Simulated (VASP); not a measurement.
Pd, 1 atom in the cell. The structure is orthorhombic, space group Immm (No. 71). Conventional cell: a = 2.979 Å, b = 3.145 Å, c = 3.310 Å, α = 90.00°, β = 90.00°, γ = 90.00°. Within 3.6 Å of Pd (site symmetry mmm) lie 14 Pd at 2.73 to 3.31 Å.  This cell differs from its parent crystal: strain +0.0525 x Voigt [1, -1, 0, 0, 0, 0].

| Item | Value |
| --- | --- |
| Program | VASP 6.6.1 |
| Task | single point |
| Functional | LDA |
| Potentials or basis | VASP PAW LDA potentials, release 64 (Pd) |
| Cutoff | 520 eV |
| k mesh | 22 × 22 × 22 |
| Occupations | gaussian, width 0.15 eV |
| Spin | no spin polarisation |
| Dipole correction | no |
| Further INCAR settings | ALGO = Fast; EDIFF = 1e-06; NBANDS = 11 |

Potentials or basis: VASP PAW LDA potentials, release 64 (Pd).

Launch:

```bash
$ cat potpaw_LDA.64/Pd/POTCAR > POTCAR
$ mpirun -np 1 vasp_std > vasp.out
```

Hardware: 1 thread of Intel(R) Xeon(R) 6975P-C (Granite Rapids) (shared host).

Task: How long does it take, and how much memory?

Result: Wall time 97 s on 1 thread of Intel(R) Xeon(R) 6975P-C (Granite Rapids) (shared host), peak memory 0.35 GiB. Counts: scf iterations 12, k points 1530.
